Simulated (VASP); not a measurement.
A run of VASP 6.6.1:

File INCAR:

```
SYSTEM = KBr
PREC = Accurate
ENCUT = 520
EDIFF = 1E-8
ISMEAR = -1
SIGMA = 0.05
LREAL = .FALSE.
LASPH = .TRUE.
NELM = 100
ALGO = Normal
ISIF = 2
LWAVE = .FALSE.
LCHARG = .FALSE.
GGA = PS
IBRION = 8
NSW = 1
```

File KPOINTS:

```
Automatic mesh
0
G
  5 5 5
  0 0 0
```

POSCAR

```
KBr
1.0
    0.0000000000      3.3000000000      3.3000000000
    3.3000000000      0.0000000000      3.3000000000
    3.3000000000      3.3000000000      0.0000000000
Br K
1 1
Direct
    0.5000000000      0.5000000000      0.5000000000
    0.0000000000      0.0000000000      0.0000000000
```

Potentials or basis: VASP PAW PBE potentials, release 64 (Br, K_sv).

Run with:

```sh
$ cat potpaw_PBE.64/Br/POTCAR potpaw_PBE.64/K_sv/POTCAR > POTCAR
$ mpirun -np 1 vasp_std > vasp.out
```

Hardware: 1 thread of AMD EPYC 9R45 96-Core Processor (Zen 5), with other jobs on the host.

Question: How long does it take, and how much memory?

Answer: It took 82 s on 1 thread of AMD EPYC 9R45 96-Core Processor (Zen 5), with other jobs on the host, peak memory 0.23 GiB. Counts: scf iterations 54, k points 10.
